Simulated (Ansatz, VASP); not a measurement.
AlN in VASP and in Ansatz

```xyz
4
Lattice="3.1110 0.0000 0.0000 -1.5555 2.6942 0.0000 0.0000 0.0000 4.9780" Properties=species:S:1:pos:R:3 pbc="T T T"
Al    0.0000    1.9011    0.0000
Al    1.5555    0.7931    2.4890
N     0.0000    1.7041    1.9165
N     1.5555    0.9901    4.4055
```

Change from the starting cell: mode 4 (252.6 1/cm) frozen in, largest displacement +0.105 Å.

Alike in both runs: task single point; functional r2SCAN; k mesh 12 × 12 × 6; occupations gaussian, width 0.05 eV; no spin polarisation.

|  | VASP | Ansatz |
| --- | --- | --- |
| version | VASP 6.6.1 | Ansatz 0.2.0 |
| potentials or method | VASP PAW PBE potentials, release 64 (Al, N), cutoff 520 eV | scalar-relativistic, plane waves, PAW |
| valence electrons in the cell | 16 | 16 |

|  | VASP | Ansatz | Ansatz less VASP |
| --- | --- | --- | --- |
| gap on the k mesh at the Fermi level (eV) | 4.71 | 4.67 | -0.039 |
| least direct gap on the mesh (eV) | 4.71 | 4.67 | -0.039 |
| pressure (GPa) | -1.2 | -0.8 | +0.40 |
| traceless stress, the component that is largest in VASP (GPa) | 1.17 | 1.15 | -0.013 |
| rms of the force components (eV/Å) | 0.349 | 0.346 | -0.0022 |

VASP's potentials were made for PBE, not for r2SCAN. Atom by atom the forces differ by 0.002 eV/Å (rms over components).
